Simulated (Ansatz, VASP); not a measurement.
# C: VASP beside Ansatz

```
C
1.0
     2.61400    0.00000    0.00000
    -1.30700    2.26379    0.00000
     0.00000    0.00000   26.00242
C
2
Direct
  0.66667 0.33333 0.50275
  0.33333 0.66667 0.49725
```

Alike in both runs: task single point; functional PBE; dispersion D3(BJ); k mesh 21 × 21 × 1; occupations gaussian, width 0.1 eV; no spin polarisation.

```csv
,VASP,Ansatz
version,VASP 6.6.1,Ansatz 0.2.0
potentials or method,"VASP PAW PBE potentials, release 64 (C), cutoff 520 eV","scalar-relativistic, plane waves, PAW"
valence electrons in the cell,8,8
```

VASP gave:

| Property | Result |
| --- | --- |
| gap on the k mesh at the Fermi level (eV) | none |
| rms of the force components (eV/Å) | 1.328 |

Q: Estimate Ansatz's values.

A: gap on the k mesh at the Fermi level (eV): none; rms of the force components (eV/Å): 1.332.

Atom by atom the forces differ by 0.004 eV/Å (rms over components). A gap of «none» marks a metal or a gap that the smearing closes.
